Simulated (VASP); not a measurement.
# ZnCd2Se3 (P6/mmm) in VASP: a series of runs

ZnCd2Se3 is run at these levels: PBE; tasks: single point.

All numbers are computed with VASP 6.6.1; they aren't measurements. Logs are shortened: lines on timing, memory, paths and dates and some standing lists are left out, and cuts for length are marked.

## (1) The cell of the first run

Symmetry: P6/mmm, No. 191, hexagonal system. Conventional cell: a = 6.528 Å, b = 6.528 Å, c = 3.827 Å, α = 90.00°, β = 90.00°, γ = 120.00°. Within 4.9 Å of Zn (site symmetry 6/mmm) lie 6 Cd at 3.77 Å and 12 Se at 3.78 Å and 2 Zn at 3.83 Å. Cd (site symmetry -6m2) has 6 Se at 2.69 Å within 3.5 Å. Se (site symmetry mmm) has 4 Cd at 2.69 Å and 4 Se at 3.26 Å within 3.5 Å.

## (2) Single point, PBE

Contents of INCAR:

```
SYSTEM = ZnCd2Se3
PREC = Accurate
ENCUT = 520
EDIFF = 1E-6
ISMEAR = 0
SIGMA = 0.1
LREAL = .FALSE.
LASPH = .TRUE.
NELM = 100
ALGO = Normal
ISIF = 2
LWAVE = .FALSE.
LCHARG = .FALSE.
GGA = PE
NBANDS = 36
```

Contents of KPOINTS:

```
Automatic mesh
0
G
  3 3 4
  0 0 0
```

Contents of POSCAR:

```
ZnCd2Se3
1.0
    6.5280730600      0.0000000000      0.0000000000
   -3.2640365300      5.6534771000      0.0000000000
    0.0000000000      0.0000000000      3.8270950200
Zn Cd Se
1 2 3
Direct
    0.0000000000      0.0000000000      0.5000000000
    0.6666666700      0.3333333300      0.5000000000
    0.3333333300      0.6666666700      0.5000000000
    0.0000000000      0.5000000000      0.0000000000
    0.5000000000      0.5000000000      0.0000000000
    0.5000000000      0.0000000000      0.0000000000
```

Potentials or basis: VASP PAW PBE potentials, release 64 (Zn, Cd, Se).

Started as:

```sh
cat potpaw_PBE.64/Zn/POTCAR potpaw_PBE.64/Cd/POTCAR potpaw_PBE.64/Se/POTCAR > POTCAR
mpirun -np 1 vasp_std > vasp.out
```

OUTCAR:

```text
SYSTEM = ZnCd2Se3
   PREC = Accurate
   ENCUT = 520
   EDIFF = 1E-6
   ISMEAR = 0
   LREAL = .FALSE.
   LASPH = .TRUE.
   NELM = 100
   ISIF = 2
   GGA = PE

 ion  position               nearest neighbor table
   1  0.000  0.000  0.500-
   2  0.667  0.333  0.500-   6 2.69   6 2.69   4 2.69   4 2.69   5 2.69   5 2.69   3 3.77   3 3.77
                             3 3.77
   3  0.333  0.667  0.500-   6 2.69   6 2.69   4 2.69   4 2.69   5 2.69   5 2.69   2 3.77   2 3.77
                             2 3.77
   4  0.000  0.500  0.000-   2 2.69   3 2.69   2 2.69   3 2.69
   5  0.500  0.500  0.000-   2 2.69   3 2.69   2 2.69   3 2.69
   6  0.500  0.000  0.000-   2 2.69   3 2.69   2 2.69   3 2.69

  LATTYP: Found a hexagonal cell.
 ALAT       =     6.5280730600
 C/A-ratio  =     0.5862518671

  Lattice vectors:

 A1 = (   6.5280730600,   0.0000000000,   0.0000000000)
 A2 = (  -3.2640365300,   5.6534771000,   0.0000000000)
 A3 = (   0.0000000000,   0.0000000000,   3.8270950200)

Analysis of symmetry for initial positions (statically):
=====================================================================
 Subroutine PRICEL returns:
 Original cell was already a primitive cell.

 Routine SETGRP: Setting up the symmetry group for a
 hexagonal supercell.

 Subroutine GETGRP returns: Found 24 space group operations
 (whereof 24 operations were pure point group operations)
 out of a pool of 24 trial point group operations.

The static configuration has the point symmetry D_6h.

Analysis of symmetry for dynamics (positions and initial velocities):
=====================================================================
 Subroutine PRICEL returns:
 Original cell was already a primitive cell.

 Routine SETGRP: Setting up the symmetry group for a
 hexagonal supercell.

 Subroutine GETGRP returns: Found 24 space group operations
 (whereof 24 operations were pure point group operations)
 out of a pool of 24 trial point group operations.

The dynamic configuration has the point symmetry D_6h.

 Subroutine INISYM returns: Found 24 space group operations
 (whereof 24 operations are pure point group operations),
 and found     1 'primitive' translations

----------------------------------------------------------------------------------------

                                     Primitive cell

  volume of cell :     141.2440

  direct lattice vectors                    reciprocal lattice vectors
     6.528073060  0.000000000  0.000000000     0.153184560  0.088441147  0.000000000
    -3.264036530  5.653477100  0.000000000     0.000000000  0.176882294  0.000000000
     0.000000000  0.000000000  3.827095020     0.000000000  0.000000000  0.261294793

  length of vectors
     6.528073060  6.528073053  3.827095020     0.176882294  0.176882294  0.261294793

  position of ions in fractional coordinates (direct lattice)
     0.000000000  0.000000000  0.500000000
     0.666666670  0.333333330  0.500000000
     0.333333330  0.666666670  0.500000000
     1.000000000  0.500000000  0.000000000
     0.500000000  0.500000000  0.000000000
     0.500000000  0.000000000  0.000000000

  ion indices of the primitive-cell ions
   primitive index   ion index
                 1           1
                 2           2
                 3           3
                 4           4
                 5           5
                 6           6

----------------------------------------------------------------------------------------

 KPOINTS: Automatic mesh

Automatic generation of k-mesh.
 Grid dimensions read from file:
 generate k-points for:    3    3    4

 Generating k-lattice:

  Cartesian coordinates                     Fractional coordinates (reciprocal lattice)
     0.051061520  0.029480382  0.000000000     0.333333333 -0.000000000  0.000000000
     0.000000000  0.058960765  0.000000000     0.000000000  0.333333333  0.000000000
     0.000000000  0.000000000  0.065323698     0.000000000  0.000000000  0.250000000

  Length of vectors
     0.058960765  0.058960765  0.065323698

  Shift w.r.t. Gamma in fractional coordinates (k-lattice)
     0.000000000  0.000000000  0.000000000

 Subroutine IBZKPT returns following result:
 ===========================================

 Found      9 irreducible k-points:

 Following reciprocal coordinates:
            Coordinates               Weight
  0.000000  0.000000  0.000000      1.000000
  0.333333 -0.000000  0.000000      6.000000
  0.333333  0.333333  0.000000      2.000000
  0.000000  0.000000  0.250000      2.000000
  0.333333 -0.000000  0.250000     12.000000
  0.333333  0.333333  0.250000      4.000000
  0.000000  0.000000  0.500000      1.000000
  0.333333 -0.000000  0.500000      6.000000
  0.333333  0.333333  0.500000      2.000000
   k-points           NKPTS =      9   k-points in BZ     NKDIM =      9   number of bands    NBANDS=     36
   number of dos      NEDOS =    301   number of ions     NIONS =      6
   total plane-waves  NPLWV =  70000
   dimension x,y,z NGX =    50 NGY =   50 NGZ =   28
   dimension x,y,z NGXF=   100 NGYF=  100 NGZF=   56
   ions per type =               1   2   3
   NGX,Y,Z   is equivalent  to a cutoff of  12.73, 12.73, 12.16 a.u.
   NGXF,Y,Z  is equivalent  to a cutoff of  25.47, 25.47, 24.33 a.u.
 SYSTEM =  ZnCd2Se3
   PREC   = accura    normal or accurate (medium, high low for compatibility)
   ISTART =      0    job   : 0-new  1-cont  2-samecut
   ICHARG =      2    charge: 1-file 2-atom 10-const
   ISPIN  =      1    spin polarized calculation?
   LNONCOLLINEAR =      F non collinear calculations
   LSORBIT =      F    spin-orbit coupling
   LASPH  =      T    aspherical Exc in radial PAW
   ENCUT  =  520.0 eV  38.22 Ry    6.18 a.u.  12.14 12.14  7.12*2*pi/ulx,y,z
   NELM   =    100;   NELMIN=  2; NELMDL= -5     # of ELM steps
   EDIFF  = 0.1E-05   stopping-criterion for ELM
   LREAL  =      F    real-space projection
   EDIFFG = 0.1E-04   stopping-criterion for IOM
   NSW    =      0    number of steps for IOM
   IBRION =     -1    ionic relax: 0-MD 1-quasi-New 2-CG
   NFREE  =      0    steps in history (QN), initial steepest desc. (CG)
   ISIF   =      2    stress and relaxation
   ISYM   =      2    0-nonsym 1-usesym 2-fastsym
   POTIM  = 0.5000    time-step for ionic-motion
   TEBEG  =    0.0;   TEEND  =   0.0 temperature during run
   PSTRESS=    0.0 pullay stress
   NELECT =      54.0000    total number of electrons
   NUPDOWN=      -1.0000    fix difference up-down
   EMIN   =  10.00;   EMAX   =-10.00  energy-range for DOS
   EFERMI =   0.00;   METHOD = LEGACY
   ISMEAR =     0;   SIGMA  =   0.10  broadening in eV -4-tet -1-fermi 0-gaus
   EFERMI_NEDOS =   21; number of points for ismear=-14 and -15
   IALGO  =     38    algorithm
   IMIX   =      4    mixing-type and parameters
     AMIX     =   0.40;   BMIX     =  1.00
     AMIX_MAG =   1.60;   BMIX_MAG =  1.00
  volume/ion in A,a.u.               =      23.54       158.86
  Fermi-wavevector in a.u.,A,eV,Ry     =   1.188182  2.245337 19.208369  1.411775
  Thomas-Fermi vector in A             =   2.324317
   LORBIT       =      0    0 simple, 1 ext, 2 COOP (PROOUT), +10 PAW based schemes
   GGA     = PE    functional components
   LHFCALC =     F    Hartree Fock is set to
   AEXX    =    0.0000 exact exchange contribution
   IVDW    =     0    specifies the selected vdW correction
   LEPSILON=     F    determine dielectric tensor
   LRPA    =     F    only Hartree local field effects (RPA)
 non-spin polarized calculation
 Gauss-broadening in eV      SIGMA  =   0.10
  energy-cutoff  :      520.00
  volume of cell :      141.24
 maximum number of plane-waves:      3834
 NGX is ok and might be reduce to    50
   NGX = 25   NGY = 25   NGZ = 15

 number of electron      53.9999977 magnetization

 Free energy of the ion-electron system (eV)
  ---------------------------------------------------
  ext. energy  EPLUGINS =         0.00000000
  ---------------------------------------------------
  free energy    TOTEN  =       -11.73990146 eV

  energy without entropy =      -11.72751896  energy(sigma->0) =      -11.73371021

 E-fermi :   2.5500     XC(G=0):  -9.7837

 val. band max:        2.5151514409   @ k =   0.3333   0.3333   0.0000
 cond. band min:       2.5914188013   @ k =   0.3333   0.3333   0.5000
 fundamental gap:      0.0762673603
 Fermi energy:         2.5500457190

 k-point     1 :       0.0000    0.0000    0.0000
  band No.  band energies     occupation
      1     -11.9116      2.00000
      2     -10.2096      2.00000
      3     -10.2096      2.00000
      4      -7.0191      2.00000
      5      -6.5992      2.00000
      6      -6.5992      2.00000
[... 28 lines left out ...]
     35       8.1722      0.00000
     36       8.9954      0.00000

 k-point     2 :       0.3333   -0.0000    0.0000
  band No.  band energies     occupation
      1     -11.6425      2.00000
      2     -10.7108      2.00000
      3     -10.2194      2.00000
      4      -6.7853      2.00000
      5      -6.6049      2.00000
      6      -6.5480      2.00000
[... 28 lines left out ...]
     35       9.2358      0.00000
     36       9.5945      0.00000

 k-point     3 :       0.3333    0.3333    0.0000
  band No.  band energies     occupation
      1     -11.2232      2.00000
      2     -11.2232      2.00000
      3     -10.2334      2.00000
      4      -6.6143      2.00000
      5      -6.6143      2.00000
      6      -6.6104      2.00000
[... 28 lines left out ...]
     35      10.2464      0.00000
     36      10.2525      0.00000
[... 157 lines left out ...]
 k-point     8 :       0.3333   -0.0000    0.5000
  band No.  band energies     occupation
      1     -11.0170      2.00000
      2     -10.4571      2.00000
      3     -10.2329      2.00000
      4      -6.6460      2.00000
      5      -6.5498      2.00000
      6      -6.4837      2.00000
[... 28 lines left out ...]
     35       9.3160      0.00000
     36      10.0264      0.00000

 k-point     9 :       0.3333    0.3333    0.5000
  band No.  band energies     occupation
      1     -10.7456      2.00000
      2     -10.7456      2.00000
      3     -10.2500      2.00000
      4      -6.6138      2.00000
      5      -6.5154      2.00000
      6      -6.3861      2.00000
[... 28 lines left out ...]
     35       9.5330      0.00000
     36      10.0541      0.00000

------------------------ aborting loop because EDIFF is reached ----------------------------------------

  FORCE on cell =-STRESS in cart. coord.  units (eV):
  Direction    XX          YY          ZZ          XY          YZ          ZX
  --------------------------------------------------------------------------------------
  -------------------------------------------------------------------------------------
  Total        6.4203177      6.4203177     11.1158724      0.0000000      0.0000000      0.0000000
  in kB       72.8278040     72.8278038    126.0910453      0.0000000      0.0000000      0.0000000
  external PRESSURE =      90.5822177 kB  Pullay stress =       0.0000000 kB

 VOLUME and BASIS-vectors are now :
 -----------------------------------------------------------------------------
  energy-cutoff  :      520.00
  volume of cell :      141.24
      direct lattice vectors                 reciprocal lattice vectors
     6.528073060  0.000000000  0.000000000     0.153184560  0.088441147  0.000000000
    -3.264036530  5.653477100  0.000000000     0.000000000  0.176882294  0.000000000
     0.000000000  0.000000000  3.827095020     0.000000000  0.000000000  0.261294793

 POSITION                                       TOTAL-FORCE (eV/Angst)
 -----------------------------------------------------------------------------------
      0.00000      0.00000      1.91355         0.000000      0.000000      0.000000
      3.26404      1.88449      1.91355         0.000000     -0.000000      0.000000
     -0.00000      3.76898      1.91355        -0.000000      0.000000      0.000000
     -1.63202      2.82674      0.00000         0.000000      0.000000      0.000000
      1.63202      2.82674      0.00000         0.000000      0.000000      0.000000
      3.26404      0.00000      0.00000         0.000000      0.000000      0.000000
 -----------------------------------------------------------------------------------
    total drift:                               -0.000000      0.000000      0.000000

  FREE ENERGIE OF THE ION-ELECTRON SYSTEM (eV)
  ---------------------------------------------------
  free  energy   TOTEN  =       -11.7399014568 eV

  energy  without entropy=      -11.7275189552  energy(sigma->0) =      -11.73371021
```

It took 26 s on 1 thread of Intel Xeon 6975P-C (Granite Rapids), shared host; peak memory 0.26 GiB.

What came out:

| Item | Value |
| --- | --- |
| Free energy | -11.7399 eV |
| Pressure | 9.1 GPa |
| Band gap on the k mesh | zero (band 27 reaches 2.95 eV, above the bottom of band 28 at 2.38 eV) |

Stress tensor (GPa, compression positive):
```
 7.28  0.00  0.00
 0.00  7.28  0.00
 0.00  0.00 12.61
```

Levels at points of the mesh, in eV from the Fermi level:
```
           k point  band 23  band 24  band 25  band 26  band 27  band 28  band 29  band 30  band 31  band 32
(0.00, 0.00, 0.00)    -2.10    -0.33    -0.33     0.05     0.05     0.05     0.40     3.89     3.89     4.68
(0.00, 0.00, 0.50)    -2.64    -2.64    -1.49    -0.25     0.40     0.81     0.81     1.84     1.84     2.04
```

Caveat: the k points lie up to 0.41 Å⁻¹ apart.

## (3) Single point, PBE

This run uses another cell than the first one, of 27.05 Å³/atom, 1.149 times its volume.

Contents of INCAR:

```
PREC = Accurate ; ENCUT = 520
EDIFF = 1E-7 ; ISMEAR = 0
SIGMA = 0.1 ; LREAL = False
LASPH = True ; NELM = 80
ALGO = Normal ; ISIF = 2
LWAVE = False ; LCHARG = True
GGA = PE ; LELF = True
LVHAR = True ; NBANDS = 36
```

Contents of KPOINTS:

```
Automatic mesh
0
Gamma
  3 3 4
```

Contents of POSCAR:

```
ZnCd2Se3
1.0
    6.7541778460      0.0000000000      0.0000000000
   -3.3770889230      5.8492895963      0.0000000000
    0.0000000000      0.0000000000      4.1074640538
Zn Cd Se
1 2 3
Direct
    0.0000000000      0.0000000000      0.5000000000
    0.6666666667      0.3333333333      0.5000000000
    0.3333333333      0.6666666667      0.5000000000
    0.0000000000      0.5000000000      0.0000000000
    0.5000000000      0.5000000000      0.0000000000
    0.5000000000      0.0000000000      0.0000000000
```

Potentials or basis: VASP PAW PBE potentials, release 64 (Zn, Cd, Se).

Started as:

```sh
cat potpaw_PBE.64/Zn/POTCAR potpaw_PBE.64/Cd/POTCAR potpaw_PBE.64/Se/POTCAR > POTCAR
mpirun -np 1 vasp_std > vasp.out
```

Wall time 32 s (1 thread of Intel Xeon 6975P-C (Granite Rapids), shared host); peak memory 0.28 GiB.

Results (log left out):

| Quantity | Value |
| --- | --- |
| Free energy | -12.3265 eV |
| Pressure | 0.2 GPa |
| Band gap on the k mesh | zero (band 27 reaches 1.84 eV, above the bottom of band 28 at 1.25 eV) |

Stress tensor (GPa, compression positive):
```
0.14 0.00 0.00
0.00 0.14 0.00
0.00 0.00 0.28
```

Levels at points of the mesh, in eV from the Fermi level:
```csv
k point,band 24,band 25,band 26,band 27,band 28,band 29,band 30,band 31
"(0.00, 0.00, 0.00)",-0.52,-0.52,-0.06,0.21,0.21,0.21,3.58,3.58
"(0.00, 0.00, 0.50)",-2.29,-1.27,-0.28,0.43,0.71,0.71,2.20,2.20
```

Caveat: the k points lie up to 0.38 Å⁻¹ apart.
